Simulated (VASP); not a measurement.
# CdF (Fm-3m) in VASP: further runs

Runs on CdF. Level: PBE. Tasks: single point.

Everything below comes from runs of VASP 6.6.1. Logs are shortened: lines on timing, memory, paths and dates and some standing lists are left out, and cuts for length are marked.

### 1 The cell of the first run

The structure is cubic, space group Fm-3m (No. 225). The conventional cell has a = 4.959 Å, b = 4.959 Å, c = 4.959 Å, α = 90.00°, β = 90.00°, γ = 90.00°. Cd (site symmetry m-3m) has 6 F at 2.48 Å within 3.3 Å. Within 3.3 Å of F (site symmetry m-3m) lie 6 Cd at 2.48 Å.

### 2 Single point, PBE (volume scaled by 0.94)

INCAR

```
SYSTEM = CdF
ALGO     = Normal         ! electronic algorithm
EDIFF    = 1E-6           ! SCF threshold, eV
ENCUT    = 520            ! plane-wave cutoff, eV
GGA      = PE             ! functional
ISIF     = 2              ! what is computed and relaxed
ISMEAR   = -1             ! smearing method
LASPH    = .True.         ! aspherical terms in the spheres
LCHARG   = .False.        ! write CHGCAR
LREAL    = .False.        ! projectors in reciprocal space
LWAVE    = .False.        ! write WAVECAR
NBANDS   = 16             ! bands
NELM     = 100            ! most SCF steps
PREC     = Accurate       ! precision mode
SIGMA    = 0.05           ! smearing width, eV
```

KPOINTS

```
k-points
0
Gamma
  9 9 9
  0 0 0
```

POSCAR

```
CdF
1.0
    0.0000000000      2.4795295731      2.4795295731
    2.4795295731      0.0000000000      2.4795295731
    2.4795295731      2.4795295731      0.0000000000
Cd F
1 1
Direct
    0.0000000000      0.0000000000      0.0000000000
    0.5000000000      0.5000000000      0.5000000000
```

Potentials or basis: VASP PAW PBE potentials, release 64 (Cd, F).

Started as:

```sh
> cat potpaw_PBE.64/Cd/POTCAR potpaw_PBE.64/F/POTCAR > POTCAR
> mpirun -np 1 vasp_std > vasp.out
```

OUTCAR:

```text
SYSTEM = CdF
   EDIFF = 1E-6
   ENCUT = 520
   GGA = PE
   ISIF = 2
   ISMEAR = -1
   LASPH = .True.
   LREAL = .False.
   NELM = 100
   PREC = Accurate

 ion  position               nearest neighbor table
   1  0.000  0.000  0.000-   2 2.48   2 2.48   2 2.48   2 2.48   2 2.48   2 2.48
   2  0.500  0.500  0.500-   1 2.48   1 2.48   1 2.48   1 2.48   1 2.48   1 2.48

  LATTYP: Found a face centered cubic cell.
 ALAT       =     4.9590591462

  Lattice vectors:

 A1 = (   0.0000000000,   2.4795295731,   2.4795295731)
 A2 = (   2.4795295731,   0.0000000000,   2.4795295731)
 A3 = (   2.4795295731,   2.4795295731,   0.0000000000)

Analysis of symmetry for initial positions (statically):
=====================================================================
 Subroutine PRICEL returns:
 Original cell was already a primitive cell.

 Routine SETGRP: Setting up the symmetry group for a
 face centered cubic supercell.

 Subroutine GETGRP returns: Found 48 space group operations
 (whereof 48 operations were pure point group operations)
 out of a pool of 48 trial point group operations.

The static configuration has the point symmetry O_h .

Analysis of symmetry for dynamics (positions and initial velocities):
=====================================================================
 Subroutine PRICEL returns:
 Original cell was already a primitive cell.

 Routine SETGRP: Setting up the symmetry group for a
 face centered cubic supercell.

 Subroutine GETGRP returns: Found 48 space group operations
 (whereof 48 operations were pure point group operations)
 out of a pool of 48 trial point group operations.

The dynamic configuration has the point symmetry O_h .

 Subroutine INISYM returns: Found 48 space group operations
 (whereof 48 operations are pure point group operations),
 and found     1 'primitive' translations

----------------------------------------------------------------------------------------

                                     Primitive cell

  volume of cell :      30.4886

  direct lattice vectors                    reciprocal lattice vectors
     0.000000000  2.479529573  2.479529573    -0.201651154  0.201651154  0.201651154
     2.479529573  0.000000000  2.479529573     0.201651154 -0.201651154  0.201651154
     2.479529573  2.479529573  0.000000000     0.201651154  0.201651154 -0.201651154

  length of vectors
     3.506584351  3.506584351  3.506584351     0.349270044  0.349270044  0.349270044

  position of ions in fractional coordinates (direct lattice)
     0.000000000  0.000000000  0.000000000
     0.500000000  0.500000000  0.500000000

  ion indices of the primitive-cell ions
   primitive index   ion index
                 1           1
                 2           2

----------------------------------------------------------------------------------------

 KPOINTS: k-points

Automatic generation of k-mesh.
 Grid dimensions read from file:
 generate k-points for:    9    9    9

 Generating k-lattice:

  Cartesian coordinates                     Fractional coordinates (reciprocal lattice)
    -0.022405684  0.022405684  0.022405684     0.111111111  0.000000000  0.000000000
     0.022405684 -0.022405684  0.022405684     0.000000000  0.111111111  0.000000000
     0.022405684  0.022405684 -0.022405684     0.000000000  0.000000000  0.111111111

  Length of vectors
     0.038807783  0.038807783  0.038807783

  Shift w.r.t. Gamma in fractional coordinates (k-lattice)
     0.000000000  0.000000000  0.000000000

 Subroutine IBZKPT returns following result:
 ===========================================

 Found     35 irreducible k-points:

 Following reciprocal coordinates:
            Coordinates               Weight
  0.000000  0.000000  0.000000      1.000000
  0.111111  0.000000  0.000000      8.000000
  0.222222  0.000000  0.000000      8.000000
  0.333333  0.000000  0.000000      8.000000
  0.444444  0.000000  0.000000      8.000000
  0.111111  0.111111  0.000000      6.000000
[... 16 lines left out ...]
 -0.333333  0.333333  0.000000     12.000000
  0.444444  0.444444  0.000000      6.000000
 [... further k-points ...]
   k-points           NKPTS =     35   k-points in BZ     NKDIM =     35   number of bands    NBANDS=     16
   number of dos      NEDOS =    301   number of ions     NIONS =      2
   total plane-waves  NPLWV =  21952
   dimension x,y,z NGX =    28 NGY =   28 NGZ =   28
   dimension x,y,z NGXF=    56 NGYF=   56 NGZF=   56
   ions per type =               1   1
   NGX,Y,Z   is equivalent  to a cutoff of  13.27, 13.27, 13.27 a.u.
   NGXF,Y,Z  is equivalent  to a cutoff of  26.55, 26.55, 26.55 a.u.
 SYSTEM =  CdF
   PREC   = accura    normal or accurate (medium, high low for compatibility)
   ISTART =      0    job   : 0-new  1-cont  2-samecut
   ICHARG =      2    charge: 1-file 2-atom 10-const
   ISPIN  =      1    spin polarized calculation?
   LNONCOLLINEAR =      F non collinear calculations
   LSORBIT =      F    spin-orbit coupling
   LASPH  =      T    aspherical Exc in radial PAW
   ENCUT  =  520.0 eV  38.22 Ry    6.18 a.u.   6.52  6.52  6.52*2*pi/ulx,y,z
   NELM   =    100;   NELMIN=  2; NELMDL= -5     # of ELM steps
   EDIFF  = 0.1E-05   stopping-criterion for ELM
   LREAL  =      F    real-space projection
   EDIFFG = 0.1E-04   stopping-criterion for IOM
   NSW    =      0    number of steps for IOM
   IBRION =     -1    ionic relax: 0-MD 1-quasi-New 2-CG
   NFREE  =      0    steps in history (QN), initial steepest desc. (CG)
   ISIF   =      2    stress and relaxation
   ISYM   =      2    0-nonsym 1-usesym 2-fastsym
   POTIM  = 0.5000    time-step for ionic-motion
   TEBEG  =    0.0;   TEEND  =   0.0 temperature during run
   PSTRESS=    0.0 pullay stress
   NELECT =      19.0000    total number of electrons
   NUPDOWN=      -1.0000    fix difference up-down
   EMIN   =  10.00;   EMAX   =-10.00  energy-range for DOS
   EFERMI =   0.00;   METHOD = LEGACY
   ISMEAR =    -1;   SIGMA  =   0.05  broadening in eV -4-tet -1-fermi 0-gaus
   EFERMI_NEDOS =   21; number of points for ismear=-14 and -15
   IALGO  =     38    algorithm
   IMIX   =      4    mixing-type and parameters
     AMIX     =   0.40;   BMIX     =  1.00
     AMIX_MAG =   1.60;   BMIX_MAG =  1.00
  volume/ion in A,a.u.               =      15.24       102.87
[... 31 lines left out ...]
 Fermi energy:         3.4867417161

 k-point     1 :       0.0000    0.0000    0.0000
  band No.  band energies     occupation
      1     -21.6409      2.00000
      2      -5.8647      2.00000
      3      -5.8647      2.00000
      4      -5.8647      2.00000
      5      -5.6511      2.00000
      6      -5.6511      2.00000
[... 8 lines left out ...]
     15      16.6116      0.00000
     16      16.6116      0.00000

 k-point     2 :       0.1111    0.0000    0.0000
  band No.  band energies     occupation
      1     -21.6194      2.00000
      2      -5.9040      2.00000
      3      -5.8594      2.00000
      4      -5.8594      2.00000
      5      -5.7215      2.00000
      6      -5.7215      2.00000
[... 8 lines left out ...]
     15      17.5648      0.00000
     16      17.5648      0.00000

 k-point     3 :       0.2222    0.0000    0.0000
  band No.  band energies     occupation
      1     -21.5664      2.00000
      2      -6.0610      2.00000
      3      -6.0233      2.00000
      4      -6.0233      2.00000
      5      -5.6908      2.00000
      6      -5.6908      2.00000
[... 8 lines left out ...]
     15      18.4495      0.00000
     16      18.4495      0.00000

 k-point     4 :       0.3333    0.0000    0.0000
  band No.  band energies     occupation
      1     -21.5059      2.00000
      2      -6.3219      2.00000
      3      -6.2412      2.00000
      4      -6.2412      2.00000
      5      -5.5852      2.00000
      6      -5.5852      2.00000
[... 8 lines left out ...]
     15      19.2296      0.00000
     16      19.2296      0.00000

 k-point     5 :       0.4444    0.0000    0.0000
  band No.  band energies     occupation
      1     -21.4657      2.00000
      2      -6.5187      2.00000
      3      -6.3717      2.00000
      4      -6.3717      2.00000
      5      -5.5117      2.00000
      6      -5.5117      2.00000
[... 8 lines left out ...]
     15      19.5825      0.00000
     16      19.7586      0.00000

 k-point     6 :       0.1111    0.1111    0.0000
  band No.  band energies     occupation
      1     -21.6135      2.00000
      2      -5.9003      2.00000
      3      -5.8785      2.00000
      4      -5.8379      2.00000
      5      -5.8379      2.00000
      6      -5.6303      2.00000
[... 8 lines left out ...]
     15      18.5170      0.00000
     16      19.1707      0.00000

 k-point     7 :       0.2222    0.1111    0.0000
  band No.  band energies     occupation
      1     -21.5737      2.00000
      2      -6.0954      2.00000
      3      -5.9698      2.00000
      4      -5.8686      2.00000
      5      -5.7787      2.00000
      6      -5.6204      2.00000
[... 8 lines left out ...]
     15      18.6850      0.00000
     16      20.2025      0.00000

 k-point     8 :       0.3333    0.1111    0.0000
  band No.  band energies     occupation
      1     -21.5181      2.00000
      2      -6.2862      2.00000
      3      -6.1384      2.00000
      4      -6.0548      2.00000
      5      -5.6850      2.00000
      6      -5.5478      2.00000
[... 8 lines left out ...]
     15      18.8382      0.00000
     16      20.5016      0.00000

 k-point     9 :       0.4444    0.1111    0.0000
  band No.  band energies     occupation
      1     -21.4730      2.00000
      2      -6.4016      2.00000
      3      -6.3180      2.00000
      4      -6.2455      2.00000
      5      -5.5822      2.00000
      6      -5.4928      2.00000
[... 8 lines left out ...]
     15      18.8301      0.00000
     16      20.3779      0.00000
[... 172 lines left out ...]
 k-point    19 :      -0.2222    0.2222    0.0000
  band No.  band energies     occupation
      1     -21.4952      2.00000
      2      -6.3001      2.00000
      3      -6.2594      2.00000
      4      -6.0133      2.00000
      5      -5.6594      2.00000
      6      -5.5060      2.00000
[... 8 lines left out ...]
     15      18.3528      0.00000
     16      18.6454      0.00000

 k-point    20 :       0.3333    0.3333    0.0000
  band No.  band energies     occupation
      1     -21.4998      2.00000
      2      -6.1014      2.00000
      3      -6.0910      2.00000
      4      -5.5803      2.00000
      5      -5.5803      2.00000
      6      -5.5165      2.00000
[... 8 lines left out ...]
     15      20.0895      0.00000
     16      23.7432      0.00000

 k-point    21 :       0.4444    0.3333    0.0000
  band No.  band energies     occupation
      1     -21.4773      2.00000
      2      -6.1253      2.00000
      3      -5.9394      2.00000
      4      -5.6703      2.00000
      5      -5.5486      2.00000
      6      -5.4392      2.00000
[... 8 lines left out ...]
     15      20.0618      0.00000
     16      23.2280      0.00000

 k-point    22 :      -0.4444    0.3333    0.0000
  band No.  band energies     occupation
      1     -21.4598      2.00000
      2      -6.1722      2.00000
      3      -5.8857      2.00000
      4      -5.8187      2.00000
      5      -5.6116      2.00000
      6      -5.4471      2.00000
[... 8 lines left out ...]
     15      21.0638      0.00000
     16      21.8358      0.00000

 k-point    23 :      -0.3333    0.3333    0.0000
  band No.  band energies     occupation
      1     -21.4545      2.00000
      2      -6.2680      2.00000
      3      -6.1091      2.00000
      4      -5.8721      2.00000
      5      -5.5913      2.00000
      6      -5.5058      2.00000
[... 8 lines left out ...]
     15      20.3496      0.00000
     16      21.7513      0.00000

 k-point    24 :       0.4444    0.4444    0.0000
  band No.  band energies     occupation
      1     -21.4727      2.00000
      2      -6.1563      2.00000
      3      -5.6800      2.00000
      4      -5.4766      2.00000
      5      -5.4258      2.00000
      6      -5.4258      2.00000
[... 8 lines left out ...]
     15      19.3940      0.00000
     16      24.7963      0.00000

 [... further k-points ...]
[... 5 lines left out ...]
  --------------------------------------------------------------------------------------
  -------------------------------------------------------------------------------------
  Total        1.9170965      1.9170965      1.9170965      0.0000000     -0.0000000     -0.0000000
  in kB      100.7434201    100.7434201    100.7434201      0.0000000     -0.0000000     -0.0000000
  external PRESSURE =     100.7434201 kB  Pullay stress =       0.0000000 kB

 VOLUME and BASIS-vectors are now :
 -----------------------------------------------------------------------------
  energy-cutoff  :      520.00
  volume of cell :       30.49
      direct lattice vectors                 reciprocal lattice vectors
     0.000000000  2.479529573  2.479529573    -0.201651154  0.201651154  0.201651154
     2.479529573  0.000000000  2.479529573     0.201651154 -0.201651154  0.201651154
     2.479529573  2.479529573  0.000000000     0.201651154  0.201651154 -0.201651154

 POSITION                                       TOTAL-FORCE (eV/Angst)
 -----------------------------------------------------------------------------------
      0.00000      0.00000      0.00000        -0.000000     -0.000000      0.000000
      2.47953      2.47953      2.47953         0.000000      0.000000     -0.000000
 -----------------------------------------------------------------------------------
    total drift:                                0.000000      0.000000      0.000000

  FREE ENERGIE OF THE ION-ELECTRON SYSTEM (eV)
  ---------------------------------------------------
  free  energy   TOTEN  =        -4.9621916075 eV

  energy  without entropy=       -4.9605949365  energy(sigma->0) =       -4.96139327
```

It took 12 s on 1 thread of Intel Xeon Platinum 8488C (Sapphire Rapids), shared host; peak memory 0.16 GiB.

Results:

| Property | Result |
| --- | --- |
| Free energy | -4.9622 eV |
| Pressure | 10.1 GPa |

Levels at points of the mesh, in eV from the Fermi level:
```
           k point  band 7  band 8  band 9  band 10  band 11  band 12  band 13  band 14
(0.00, 0.00, 0.00)   -6.27   -6.27   -6.27    -5.05    11.57    12.77    12.77    12.77
```

Caveat: the cell differs from its parent crystal (volume scaled by 0.94); an odd number of electrons without spin polarisation forces a metal; a magnetic or distorted state may lie lower.

### 3 Single point, PBE (volume scaled by 0.96)

INCAR

```
PREC = Accurate
ENCUT = 520
EDIFF = 1E-7
ISMEAR = -1
SIGMA = 0.05
LREAL = False
LASPH = True
NELM = 60
ALGO = Normal
ISIF = 2
LWAVE = False
LCHARG = False
GGA = PE
NBANDS = 16
```

KPOINTS

```
Automatic mesh
0
Gamma
  9 9 9
```

POSCAR

```
CdF
1.0
    0.0000000000      2.4969916243      2.4969916243
    2.4969916243      0.0000000000      2.4969916243
    2.4969916243      2.4969916243      0.0000000000
Cd F
1 1
Direct
    0.0000000000      0.0000000000      0.0000000000
    0.5000000000      0.5000000000      0.5000000000
```

Potentials or basis: VASP PAW PBE potentials, release 64 (Cd, F).

Started as:

```sh
> cat potpaw_PBE.64/Cd/POTCAR potpaw_PBE.64/F/POTCAR > POTCAR
> mpirun -np 1 vasp_std > vasp.out
```

Run time: 12 s. Hardware: 1 thread of Intel Xeon Platinum 8488C (Sapphire Rapids), shared host; peak memory 0.16 GiB.

It converged, with:

```
Free energy : -4.9996 eV
Pressure    : 8.0 GPa
```

Levels at points of the mesh, in eV from the Fermi level:
```tsv
k point	band 7	band 8	band 9	band 10	band 11	band 12	band 13	band 14
(0.00, 0.00, 0.00)	-6.14	-6.14	-6.14	-4.97	11.56	12.56	12.56	12.56
```

Caveat: the cell differs from its parent crystal (volume scaled by 0.96); an odd number of electrons without spin polarisation forces a metal; a magnetic or distorted state may lie lower.

### 4 Single point, PBE (volume scaled by 0.98)

INCAR

```
PREC     = Accurate       # precision mode
ENCUT    = 520            # plane-wave cutoff, eV
EDIFF    = 1E-6           # SCF threshold, eV
ISMEAR   = -1             # smearing method
SIGMA    = 0.05           # smearing width, eV
LREAL    = False          # projectors in reciprocal space
LASPH    = True           # aspherical terms in the spheres
NELM     = 100            # most SCF steps
ALGO     = Normal         # electronic algorithm
ISIF     = 2              # what is computed and relaxed
LWAVE    = False          # write WAVECAR
LCHARG   = True           # write CHGCAR
GGA      = PE             # functional
LELF     = True           # ELF
LVHAR    = True         
NBANDS   = 16             # bands
```

KPOINTS is that of step 3.

POSCAR

```
CdF
1.0
    0.0000000000      2.5142128003      2.5142128003
    2.5142128003      0.0000000000      2.5142128003
    2.5142128003      2.5142128003      0.0000000000
Cd F
1 1
Direct
    0.0000000000      0.0000000000      0.0000000000
    0.5000000000      0.5000000000      0.5000000000
```

Started as:

```sh
> cat potpaw_PBE.64/Cd/POTCAR potpaw_PBE.64/F/POTCAR > POTCAR
> mpirun -np 1 vasp_std > vasp.out
```

Wall time 14 s (1 thread of Intel Xeon Platinum 8488C (Sapphire Rapids), shared host); peak memory 0.16 GiB.

The run converged. Its results:

```yaml
Free_energy: -5.0293 eV
Pressure: 6.2 GPa
```

Levels at points of the mesh, in eV from the Fermi level:
| k point | band 8 | band 9 | band 10 | band 11 | band 12 | band 13 |
| --- | --- | --- | --- | --- | --- | --- |
| (0.00, 0.00, 0.00) | -6.02 | -6.02 | -4.90 | 11.55 | 12.35 | 12.35 |

Caveat: the cell differs from its parent crystal (volume scaled by 0.98); an odd number of electrons without spin polarisation forces a metal; a magnetic or distorted state may lie lower.

### 5 Single point, PBE

This run uses another cell than the first one, of 16.22 Å³/atom, 1.064 times its volume.

INCAR

```
SYSTEM = CdF
PREC = Accurate
ENCUT = 520
EDIFF = 1E-6
ISMEAR = -1
SIGMA = 0.05
LREAL = .False.
LASPH = .True.
NELM = 60
ALGO = Normal
ISIF = 2
LWAVE = .False.
LCHARG = .False.
GGA = PE
NBANDS = 16
```

KPOINTS

```
Automatic mesh
0
Gamma
  9 9 9
  0 0 0
```

POSCAR

```
CdF
1.0
    0.0000000000      2.5312012400      2.5312012400
    2.5312012400      0.0000000000      2.5312012400
    2.5312012400      2.5312012400      0.0000000000
Cd F
1 1
Direct
    0.0000000000      0.0000000000      0.0000000000
    0.5000000000      0.5000000000      0.5000000000
```

Started as:

```sh
> cat potpaw_PBE.64/Cd/POTCAR potpaw_PBE.64/F/POTCAR > POTCAR
> mpirun -np 1 vasp_std > vasp.out
```

Wall time 17 s (1 thread of Intel Xeon Platinum 8488C (Sapphire Rapids), shared host); peak memory 0.16 GiB.

The run converged. Its results:

```yaml
Free_energy: -5.0519 eV
Pressure: 4.6 GPa
```

Levels at points of the mesh, in eV from the Fermi level:
```
           k point  band 6  band 7  band 8  band 9  band 10  band 11  band 12  band 13  band 14  band 15
(0.00, 0.00, 0.00)   -9.00   -5.90   -5.90   -5.90    -4.83    11.54    12.15    12.15    12.15    12.85
```

Caveat: an odd number of electrons without spin polarisation forces a metal; a magnetic or distorted state may lie lower.

### 6 The runs side by side

```csv
cell,gap on the mesh (eV),pressure (GPa)
"a = 3.507 Å, angles 60.0°, 2 atoms",none,10.1
"a = 3.531 Å, angles 60.0°, 2 atoms",none,8.0
"a = 3.556 Å, angles 60.0°, 2 atoms",none,6.2
"a = 3.580 Å, angles 60.0°, 2 atoms",none,4.6
```

Alike in all rows: task single point; level PBE; potentials or basis VASP PAW PBE potentials, release 64 (Cd, F); no spin polarisation; k mesh 9 × 9 × 9; cutoff (eV) 520; smearing fermi-dirac 0.05 eV.

Caveats: an odd number of electrons without spin polarisation forces a metal; a magnetic or distorted state may lie lower.

Absolute energies hang on the potentials; compare differences alone.
